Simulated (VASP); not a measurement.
# Li2F in VASP: single point with PBE

Aim: the single point of Li2F with PBE.

All numbers are computed with VASP 6.6.1; they aren't measurements. Logs are shortened: lines on timing, memory, paths and dates and some standing lists are left out, and cuts for length are marked.

**1. The cell of the first run**

The typed cell holds 6 atoms: a = 2.902 Å, b = 4.998 Å, c = 5.330 Å, α = 99.16°, β = 105.60°, γ = 90.01°.

**2. Single point, PBE**

Input file INCAR:

```
PREC     = Accurate       # precision mode
ENCUT    = 520            # plane-wave cutoff, eV
EDIFF    = 1E-7           # SCF threshold, eV
ISMEAR   = 0              # smearing method
SIGMA    = 0.1            # smearing width, eV
LREAL    = False          # projectors in reciprocal space
LASPH    = True           # aspherical terms in the spheres
NELM     = 80             # most SCF steps
ALGO     = Normal         # electronic algorithm
ISIF     = 2              # what is computed and relaxed
LWAVE    = False          # write WAVECAR
LCHARG   = False          # write CHGCAR
GGA      = PE             # functional
NBANDS   = 22             # bands
```

Input file KPOINTS:

```
regular mesh
0
Gamma
  8 6 8
```

Input file POSCAR:

```
Li2F
1.0
   -2.9017886177     -0.0002893411     -0.0048151388
    0.0005788757      4.9984699472      0.0077250656
    1.4423195379     -0.8408310711     -5.0620440866
Li F
4 2
Direct
    0.8851277293      0.6281539644      0.7678457996
    0.3851701711      0.1281482312      0.7678489906
    0.6148804829      0.8718527597      0.2321708842
    0.1148960975      0.3718516694      0.2321329348
    0.9999645387      1.0000000265      1.0000120227
    0.4999609806      0.4999933489     -0.0000106319
```

Potentials or basis: VASP PAW PBE potentials, release 64 (Li_sv, F).

The run is started by

```bash
$ cat potpaw_PBE.64/Li_sv/POTCAR potpaw_PBE.64/F/POTCAR > POTCAR
$ mpirun -np 1 vasp_std > vasp.out
```

OUTCAR:

```text
PREC = Accurate
   ENCUT = 520
   EDIFF = 1E-7
   ISMEAR = 0
   LREAL = False
   LASPH = True
   NELM = 80
   ISIF = 2
   GGA = PE

 ion  position               nearest neighbor table
   1  0.885  0.628  0.768-   5 2.04   6 2.05   6 2.05
   2  0.385  0.128  0.768-   6 2.04   5 2.05   5 2.05
   3  0.615  0.872  0.232-   6 2.04   5 2.05   5 2.05
   4  0.115  0.372  0.232-   5 2.04   6 2.05   6 2.05
   5  1.000  0.000  0.000-   4 2.04   1 2.04   3 2.05   2 2.05   2 2.05   3 2.05
   6  0.500  0.500  1.000-   2 2.04   3 2.04   4 2.05   1 2.05   1 2.05   4 2.05

  LATTYP: Found a triclinic cell.
 ALAT       =     5.3395314357
 B/A-ratio  =     0.5434545451
 C/A-ratio  =     0.9361263269
 COS(alpha) =     0.0002180858
 COS(beta)  =     0.1590250352
 COS(gamma) =     0.2749227584

  Lattice vectors:

 A1 = (   1.4594690798,   0.8411204122,   5.0668592254)
 A2 = (   2.9017886177,   0.0002893411,   0.0048151388)
 A3 = (   0.0005788757,   4.9984699472,   0.0077250656)

Analysis of symmetry for initial positions (statically):
=====================================================================
 Subroutine PRICEL returns:
 Original cell was already a primitive cell.

 Routine SETGRP: Setting up the symmetry group for a
 triclinic supercell.

 Subroutine GETGRP returns: Found  1 space group operations
 (whereof  1 operations were pure point group operations)
 out of a pool of  2 trial point group operations.

The static configuration has the point symmetry C_1 .

Analysis of symmetry for dynamics (positions and initial velocities):
=====================================================================
 Subroutine PRICEL returns:
 Original cell was already a primitive cell.

 Routine SETGRP: Setting up the symmetry group for a
 triclinic supercell.

 Subroutine GETGRP returns: Found  1 space group operations
 (whereof  1 operations were pure point group operations)
 out of a pool of  2 trial point group operations.

The dynamic configuration has the point symmetry C_1 .

 Subroutine INISYM returns: Found  1 space group operations
 (whereof  1 operations are pure point group operations),
 and found     1 'primitive' translations

----------------------------------------------------------------------------------------

                                     Primitive cell

  volume of cell :      73.4383

  direct lattice vectors                    reciprocal lattice vectors
    -2.901788618 -0.000289341 -0.004815139    -0.344452149  0.000191621 -0.098175989
     0.000578876  4.998469947  0.007725066     0.000035187  0.200112573 -0.033229683
     1.442319538 -0.840831071 -5.062044087     0.000327705  0.000305205 -0.197505978

  length of vectors
     2.901792627  4.998475950  5.330250733     0.358170133  0.202852791  0.197506486

  position of ions in fractional coordinates (direct lattice)
     0.885127729  0.628153964  0.767845800
     0.385170171  0.128148231  0.767848991
     0.614880483  0.871852760  0.232170884
     0.114896098  0.371851669  0.232132935
     0.999964539  0.000000026  0.000012023
     0.499960981  0.499993349  0.999989368

  ion indices of the primitive-cell ions
   primitive index   ion index
                 1           1
                 2           2
                 3           3
                 4           4
                 5           5
                 6           6

----------------------------------------------------------------------------------------

 KPOINTS: regular mesh

Automatic generation of k-mesh.
 Grid dimensions read from file:
 generate k-points for:    8    6    8

 Generating k-lattice:

  Cartesian coordinates                     Fractional coordinates (reciprocal lattice)
    -0.043056519  0.000023953 -0.012271999     0.125000000  0.000000000  0.000000000
     0.000005864  0.033352095 -0.005538280    -0.000000000  0.166666667 -0.000000000
     0.000040963  0.000038151 -0.024688247    -0.000000000 -0.000000000  0.125000000

  Length of vectors
     0.044771267  0.033808799  0.024688311

  Shift w.r.t. Gamma in fractional coordinates (k-lattice)
     0.000000000  0.000000000  0.000000000

 Subroutine IBZKPT returns following result:
 ===========================================

 Found    196 irreducible k-points:

 Following reciprocal coordinates:
            Coordinates               Weight
  0.000000  0.000000  0.000000      1.000000
  0.125000 -0.000000  0.000000      2.000000
  0.250000 -0.000000  0.000000      2.000000
  0.375000 -0.000000  0.000000      2.000000
  0.500000 -0.000000  0.000000      1.000000
 -0.000000  0.166667 -0.000000      2.000000
[... 16 lines left out ...]
  0.125000  0.500000  0.000000      2.000000
  0.250000  0.500000 -0.000000      2.000000
 [... further k-points ...]
   k-points           NKPTS =    196   k-points in BZ     NKDIM =    196   number of bands    NBANDS=     22
   number of dos      NEDOS =    301   number of ions     NIONS =      6
   total plane-waves  NPLWV =  38400
   dimension x,y,z NGX =    24 NGY =   40 NGZ =   40
   dimension x,y,z NGXF=    48 NGYF=   80 NGZF=   80
   ions per type =               4   2
   NGX,Y,Z   is equivalent  to a cutoff of  13.75, 13.30, 12.48 a.u.
   NGXF,Y,Z  is equivalent  to a cutoff of  27.50, 26.61, 24.95 a.u.
 SYSTEM =  unknown system
   PREC   = accura    normal or accurate (medium, high low for compatibility)
   ISTART =      0    job   : 0-new  1-cont  2-samecut
   ICHARG =      2    charge: 1-file 2-atom 10-const
   ISPIN  =      1    spin polarized calculation?
   LNONCOLLINEAR =      F non collinear calculations
   LSORBIT =      F    spin-orbit coupling
   LASPH  =      T    aspherical Exc in radial PAW
   ENCUT  =  520.0 eV  38.22 Ry    6.18 a.u.   5.40  9.29  9.91*2*pi/ulx,y,z
   NELM   =     80;   NELMIN=  2; NELMDL= -5     # of ELM steps
   EDIFF  = 0.1E-06   stopping-criterion for ELM
   LREAL  =      F    real-space projection
   EDIFFG = 0.1E-05   stopping-criterion for IOM
   NSW    =      0    number of steps for IOM
   IBRION =     -1    ionic relax: 0-MD 1-quasi-New 2-CG
   NFREE  =      0    steps in history (QN), initial steepest desc. (CG)
   ISIF   =      2    stress and relaxation
   ISYM   =      2    0-nonsym 1-usesym 2-fastsym
   POTIM  = 0.5000    time-step for ionic-motion
   TEBEG  =    0.0;   TEEND  =   0.0 temperature during run
   PSTRESS=    0.0 pullay stress
   NELECT =      26.0000    total number of electrons
   NUPDOWN=      -1.0000    fix difference up-down
   EMIN   =  10.00;   EMAX   =-10.00  energy-range for DOS
   EFERMI =   0.00;   METHOD = LEGACY
   ISMEAR =     0;   SIGMA  =   0.10  broadening in eV -4-tet -1-fermi 0-gaus
   EFERMI_NEDOS =   21; number of points for ismear=-14 and -15
   IALGO  =     38    algorithm
   IMIX   =      4    mixing-type and parameters
     AMIX     =   0.40;   BMIX     =  1.00
     AMIX_MAG =   1.60;   BMIX_MAG =  1.00
  volume/ion in A,a.u.               =      12.24        82.60
  Fermi-wavevector in a.u.,A,eV,Ry     =   1.158133  2.188554 18.249112  1.341272
  Thomas-Fermi vector in A             =   2.294738
   LORBIT       =      0    0 simple, 1 ext, 2 COOP (PROOUT), +10 PAW based schemes
   GGA     = PE    functional components
   LHFCALC =     F    Hartree Fock is set to
   AEXX    =    0.0000 exact exchange contribution
   IVDW    =     0    specifies the selected vdW correction
   LEPSILON=     F    determine dielectric tensor
   LRPA    =     F    only Hartree local field effects (RPA)
 non-spin polarized calculation
 Gauss-broadening in eV      SIGMA  =   0.10
  energy-cutoff  :      520.00
  volume of cell :       73.44
 maximum number of plane-waves:      1997
 NGX is ok and might be reduce to    24
   NGX = 11   NGY = 19   NGZ = 19

 number of electron      25.9999985 magnetization

 Free energy of the ion-electron system (eV)
  ---------------------------------------------------
  ext. energy  EPLUGINS =         0.00000000
  ---------------------------------------------------
  free energy    TOTEN  =       -22.51308411 eV

  energy without entropy =      -22.51015591  energy(sigma->0) =      -22.51162001

 E-fermi :   3.0175     XC(G=0):  -8.3534

 val. band max:        3.0139989912   @ k =  -0.1250  -0.3333   0.2500
 cond. band min:       3.0611166339   @ k =   0.1250   0.3333   0.5000
 fundamental gap:      0.0471176427
 Fermi energy:         3.0174777669

 k-point     1 :       0.0000    0.0000    0.0000
  band No.  band energies     occupation
      1     -44.2296      2.00000
      2     -44.1988      2.00000
      3     -44.1900      2.00000
      4     -44.1848      2.00000
      5     -23.2321      2.00000
      6     -22.9133      2.00000
[... 14 lines left out ...]
     21      13.3869      0.00000
     22      13.5749      0.00000

 k-point     2 :       0.1250   -0.0000    0.0000
  band No.  band energies     occupation
      1     -44.2257      2.00000
      2     -44.1969      2.00000
      3     -44.1888      2.00000
      4     -44.1843      2.00000
      5     -23.1988      2.00000
      6     -22.9023      2.00000
[... 14 lines left out ...]
     21      13.7500      0.00000
     22      14.0418      0.00000

 k-point     3 :       0.2500   -0.0000    0.0000
  band No.  band energies     occupation
      1     -44.2154      2.00000
      2     -44.1923      2.00000
      3     -44.1862      2.00000
      4     -44.1837      2.00000
      5     -23.1119      2.00000
      6     -22.8811      2.00000
[... 14 lines left out ...]
     21      13.5909      0.00000
     22      13.6247      0.00000

 k-point     4 :       0.3750   -0.0000    0.0000
  band No.  band energies     occupation
      1     -44.2027      2.00000
      2     -44.1872      2.00000
      3     -44.1855      2.00000
      4     -44.1840      2.00000
      5     -23.0051      2.00000
      6     -22.8782      2.00000
[... 14 lines left out ...]
     21      11.8871      0.00000
     22      12.9116      0.00000

 k-point     5 :       0.5000   -0.0000    0.0000
  band No.  band energies     occupation
      1     -44.1919      2.00000
      2     -44.1919      2.00000
      3     -44.1841      2.00000
      4     -44.1841      2.00000
      5     -22.9186      2.00000
      6     -22.9185      2.00000
[... 14 lines left out ...]
     21      12.2873      0.00000
     22      12.2875      0.00000

 k-point     6 :      -0.0000    0.1667   -0.0000
  band No.  band energies     occupation
      1     -44.2273      2.00000
      2     -44.1975      2.00000
      3     -44.1937      2.00000
      4     -44.1847      2.00000
      5     -23.2118      2.00000
      6     -22.9357      2.00000
[... 14 lines left out ...]
     21      13.5370      0.00000
     22      14.2861      0.00000

 k-point     7 :       0.1250    0.1667    0.0000
  band No.  band energies     occupation
      1     -44.2234      2.00000
      2     -44.1959      2.00000
      3     -44.1927      2.00000
      4     -44.1837      2.00000
      5     -23.1797      2.00000
      6     -22.9231      2.00000
[... 324 lines left out ...]
      6     -22.9403      2.00000
[... 14 lines left out ...]
     21      11.9133      0.00000
     22      13.7409      0.00000

 k-point    21 :      -0.1250    0.3333   -0.0000
  band No.  band energies     occupation
      1     -44.2177      2.00000
      2     -44.1994      2.00000
      3     -44.1925      2.00000
      4     -44.1859      2.00000
      5     -23.1272      2.00000
      6     -22.9789      2.00000
[... 14 lines left out ...]
     21      13.9590      0.00000
     22      14.3344      0.00000

 k-point    22 :      -0.0000    0.5000    0.0000
  band No.  band energies     occupation
      1     -44.2115      2.00000
      2     -44.2115      2.00000
      3     -44.1900      2.00000
      4     -44.1900      2.00000
      5     -23.0766      2.00000
      6     -23.0765      2.00000
[... 14 lines left out ...]
     21      14.6751      0.00000
     22      14.7398      0.00000

 k-point    23 :       0.1250    0.5000    0.0000
  band No.  band energies     occupation
      1     -44.2092      2.00000
      2     -44.2085      2.00000
      3     -44.1892      2.00000
      4     -44.1886      2.00000
      5     -23.0540      2.00000
      6     -23.0538      2.00000
[... 14 lines left out ...]
     21      13.0694      0.00000
     22      13.0706      0.00000

 k-point    24 :       0.2500    0.5000   -0.0000
  band No.  band energies     occupation
      1     -44.2026      2.00000
      2     -44.2019      2.00000
      3     -44.1868      2.00000
      4     -44.1862      2.00000
      5     -22.9986      2.00000
      6     -22.9984      2.00000
[... 14 lines left out ...]
     21      12.3551      0.00000
     22      12.4124      0.00000

 [... further k-points ...]

------------------------ aborting loop because EDIFF is reached ----------------------------------------

  FORCE on cell =-STRESS in cart. coord.  units (eV):
  Direction    XX          YY          ZZ          XY          YZ          ZX
  --------------------------------------------------------------------------------------
  -------------------------------------------------------------------------------------
  Total       -0.1250101     -0.1202903     -0.1245252      0.0014164      0.0016903     -0.0058643
  in kB       -2.7273008     -2.6243308     -2.7167216      0.0309013      0.0368771     -0.1279398
  external PRESSURE =      -2.6894511 kB  Pullay stress =       0.0000000 kB

 VOLUME and BASIS-vectors are now :
 -----------------------------------------------------------------------------
  energy-cutoff  :      520.00
  volume of cell :       73.44
      direct lattice vectors                 reciprocal lattice vectors
    -2.901788618 -0.000289341 -0.004815139    -0.344452149  0.000191621 -0.098175989
     0.000578876  4.998469947  0.007725066     0.000035187  0.200112573 -0.033229683
     1.442319538 -0.840831071 -5.062044087     0.000327705  0.000305205 -0.197505978

 POSITION                                       TOTAL-FORCE (eV/Angst)
 -----------------------------------------------------------------------------------
     -1.46061      2.49392     -3.88628         0.000768     -0.000354      0.000814
     -0.01012     -0.00520     -3.88775         0.000937     -0.000341      0.000757
     -1.44888      4.16254     -1.17148        -0.000720      0.000372     -0.000649
      0.00162      1.66347     -1.17275        -0.000576      0.000255     -0.000947
     -2.90167     -0.00030     -0.00488        -0.000235     -0.000010      0.000104
     -0.00819      1.65823     -5.06054        -0.000174      0.000078     -0.000078
 -----------------------------------------------------------------------------------
    total drift:                               -0.000019      0.000002     -0.000003

  FREE ENERGIE OF THE ION-ELECTRON SYSTEM (eV)
  ---------------------------------------------------
  free  energy   TOTEN  =       -22.5130841095 eV

  energy  without entropy=      -22.5101559075  energy(sigma->0) =      -22.51162001
```

Wall time 3.7 min (1 thread of AMD EPYC 7R13 (Zen 3), shared host); peak memory 0.31 GiB.

Results:

- Free energy: -22.5131 eV
- Band gap on the k mesh: zero (bands 13 and 14 overlap by 2.86 eV)

Caveat: the cutoff is under 1.25 times the usual one of these potentials, so pressure, stress and relaxed cells hold a basis-set (Pulay) error.

The gap in the log of VASP goes by the Fermi energy; the results here count the filled bands.